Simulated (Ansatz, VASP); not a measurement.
One calculation of Be, two programs

INCAR

```
PREC     = Accurate       # precision mode
ENCUT    = 520            # plane-wave cutoff, eV
EDIFF    = 1E-6           # SCF threshold, eV
ISMEAR   = 0              # smearing method
SIGMA    = 0.15           # smearing width, eV
LREAL    = False          # projectors in reciprocal space
LASPH    = True           # aspherical terms in the spheres
NELM     = 80             # most SCF steps
ALGO     = Normal         # electronic algorithm
ISIF     = 2              # what is computed and relaxed
LWAVE    = False          # write WAVECAR
LCHARG   = False          # write CHGCAR
GGA      = PS             # functional
NBANDS   = 9              # bands
```

KPOINTS

```
Automatic mesh
0
Gamma
  24 24 14
```

File POSCAR:

```
Be
1.0
    2.4144770842      0.0000000000      0.0000000000
   -1.2072385421      2.0909984917      0.0000000000
    0.0000000000      0.0000000000      3.6909225000
Be
2
Direct
    0.3333333333      0.6666666667      0.2500000000
    0.6666666667      0.3333333333      0.7500000000
```

Input for Ansatz:

```yaml
crystal:
  lattice:
    - [2.4144770842, 0.0, 0.0]
    - [-1.2072385421, 2.0909984917, 0.0]
    - [0.0, 0.0, 3.6909225]
  atoms:
    - { symbol: Be, position: [0.3333333333, 0.6666666667, 0.25] }
    - { symbol: Be, position: [0.6666666667, 0.3333333333, 0.75] }
basis:
  ecutwfc: 420
kpoints:
  mp_grid: { grid: [24, 24, 14] }
hamiltonian:
  xc: pbesol
scf:
  occupations: { method: gaussian, width: 0.15 }
output:
  forces: true
  stress: true
  eigenvalues: true
```

Change from the starting cell: strain +0.050 along x and y, +0.025 along z, atoms carried along.

Alike in both runs: task single point; functional PBEsol; k mesh 24 × 24 × 14; occupations gaussian, width 0.15 eV; no spin polarisation.

```csv
,VASP,Ansatz
version,VASP 6.6.1,Ansatz 0.2.0
potentials or method,"VASP PAW PBE potentials, release 64 (Be), cutoff 520 eV","scalar-relativistic, plane waves, PAW"
valence electrons in the cell,4,4
```

```tsv
	VASP	Ansatz	Ansatz less VASP
gap on the k mesh at the Fermi level (eV)	none	none	-
pressure (GPa)	-15.6	-15.8	-0.23
traceless stress, the component that is largest in VASP (GPa)	3.17	3.12	-0.049
```

VASP's potentials were made for PBE, not for PBEsol. A gap of «none» marks a metal or a gap that the smearing closes.
